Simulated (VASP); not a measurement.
Here is a VASP 6.6.1 calculation.

Contents of INCAR:

```
SYSTEM = TaTl
PREC = Accurate
ENCUT = 520
EDIFF = 1E-6
ISMEAR = -1
SIGMA = 0.05
LREAL = .FALSE.
LASPH = .TRUE.
NELM = 80
ALGO = Normal
ISIF = 2
LWAVE = .FALSE.
LCHARG = .FALSE.
GGA = PE
NBANDS = 19
```

KPOINTS

```
Automatic mesh
0
G
  7 7 7
  0 0 0
```

File POSCAR:

```
TaTl
1.0
    3.6221205400      0.0000000000      0.0000000000
    0.0000000000      3.6221205400      0.0000000000
    0.0000000000      0.0000000000      3.6221205400
Ta Tl
1 1
Direct
    0.0000000000      0.0000000000      0.0000000000
    0.5000000000      0.5000000000      0.5000000000
```

Potentials or basis: VASP PAW PBE potentials, release 64 (Ta_pv, Tl_d).

The run is started by

```console
$ cat potpaw_PBE.64/Ta_pv/POTCAR potpaw_PBE.64/Tl_d/POTCAR > POTCAR
$ mpirun -np 1 vasp_std > vasp.out
```

Q: What does it give for the pressure?

A: -13.5 GPa.

Q: Estimate the band gap on the k mesh.

A: Zero (bands 12 and 13 overlap by 2.05 eV).

Caveat: the cell stands under tension; spin-orbit coupling is left out, which moves the levels of the heavy elements.
